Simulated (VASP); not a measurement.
**ZrC (CsCl type): single point with PBE**

Crystal: ZrC (CsCl type).

```
Zr C
1.0
     2.82158    0.00000    0.00000
     0.00000    2.82158    0.00000
     0.00000    0.00000    2.82158
Zr C
1 1
Cartesian
  0.0000 0.0000 0.0000
  1.4108 1.4108 1.4108
```

This cell differs from its parent crystal: volume scaled by 0.9.

```yaml
Program: VASP 6.6.1
Task: single point
Functional: PBE
Potentials_or_basis: VASP PAW PBE potentials, release 64 (Zr_sv, C)
Cutoff: 520 eV
k_mesh: 14 × 14 × 14
Occupations: fermi-dirac, width 0.1 eV
Spin: no spin polarisation
```

| Item | Value |
| --- | --- |
| Pressure | 25.2 GPa |
| Band gap on the k mesh | zero (band 8 reaches 13.09 eV, above the bottom of band 9 at 10.65 eV) |

Levels at points of the mesh, in eV from the Fermi level:
```tsv
k point	band 4	band 5	band 6	band 7	band 8	band 9	band 10	band 11	band 12	band 13
(0.00, 0.00, 0.00)	-25.75	-12.28	-2.29	-2.29	1.31	1.31	1.31	5.86	5.86	5.86
(0.50, 0.00, 0.00)	-25.56	-9.07	-6.02	-1.27	-1.27	-1.06	6.42	6.79	8.50	8.50
(0.50, 0.50, 0.00)	-25.41	-10.44	-2.22	-2.22	-0.62	1.97	2.85	2.85	4.99	8.47
(0.50, 0.50, 0.50)	-26.85	-7.31	-5.99	-5.99	-5.99	8.73	8.73	9.70	9.70	9.70
```

Run time: 18 s on 1 thread of Intel(R) Xeon(R) 6975P-C (Granite Rapids), on a shared host, peak memory 0.16 GiB.
